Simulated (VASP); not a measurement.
A run of VASP 6.6.1 is set up as follows.

File INCAR:

```
SYSTEM = Pd
ALGO = Normal
EDIFF = 1E-7
EDIFFG = -0.002
ENCUT = 600
IBRION = 2
ISIF = 3
ISMEAR = 0
LASPH = .True.
LCHARG = .False.
LREAL = .False.
LWAVE = .False.
NELM = 100
NSW = 100
PREC = Accurate
SIGMA = 0.1
```

File KPOINTS:

```
k-points
0
Gamma
  18 18 18
  0 0 0
```

The input POSCAR:

```
Pd
1.0
    0.0000000000      1.9225837208      1.9225837208
    1.9225837208      0.0000000000      1.9225837208
    1.9225837208      1.9225837208      0.0000000000
Pd
1
Direct
    0.0000000000      0.0000000000      0.0000000000
```

Potentials or basis: VASP PAW LDA potentials, release 64 (Pd).

Launch:

```sh
$ cat potpaw_LDA.64/Pd/POTCAR > POTCAR
$ mpirun -np 1 vasp_std > vasp.out
```

**Question.** Predict the space group after relaxing (to 0.05 Å).

**Answer.** Fm-3m (No. 225).

**Question.** Predict the relaxed volume.

**Answer.** 14.16 Å³/atom.

Final structure:
```yaml
crystal:
  lattice:
    - [0.00000, 1.92016, 1.92016]
    - [1.92016, 0.00000, 1.92016]
    - [1.92016, 1.92016, 0.00000]
  atoms:
    - { symbol: Pd, position: [0.00000, 0.00000, 0.00000] }
```
